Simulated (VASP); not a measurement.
A run of VASP 6.6.1 is set up as follows.

The input INCAR:

```
SYSTEM = WC
ALGO     = Normal         ! electronic algorithm
EDIFF    = 1E-6           ! SCF threshold, eV
ENCUT    = 520            ! plane-wave cutoff, eV
GGA      = PS             ! functional
ISIF     = 2              ! what is computed and relaxed
ISMEAR   = 0              ! smearing method
LASPH    = .TRUE.         ! aspherical terms in the spheres
LCHARG   = .FALSE.        ! write CHGCAR
LREAL    = .FALSE.        ! projectors in reciprocal space
LWAVE    = .FALSE.        ! write WAVECAR
NBANDS   = 16             ! bands
NELM     = 80             ! most SCF steps
PREC     = Accurate       ! precision mode
SIGMA    = 0.1            ! smearing width, eV
```

File KPOINTS:

```
k-points
0
G
  24 24 18
  0 0 0
```

The input POSCAR:

```
WC
1.0
    2.9260757007      0.0000000000      0.0000000000
   -1.4630378503      2.5340558902      0.0000000000
    0.0000000000      0.0000000000      2.7005077970
W C
1 1
Direct
    0.0000000007     -0.0000000007      0.0000000000
    0.6666666659      0.3333333341      0.5000000000
```

Potentials or basis: VASP PAW PBE potentials, release 64 (W_sv, C).

Run with:

```console
$ cat potpaw_PBE.64/W_sv/POTCAR potpaw_PBE.64/C/POTCAR > POTCAR
$ mpirun -np 1 vasp_std > vasp.out
```

(1) Predict the pressure.

(2) What does it give for the band gap on the k mesh?

## Answers

(1) 16.9 GPa.

(2) zero (bands 9 and 10 overlap by 1.45 eV).

Caveat: the cell stands under pressure; the PAW data sets were made with another functional, which shifts forces and pressure a little; spin-orbit coupling is left out, which moves the levels of the heavy elements.
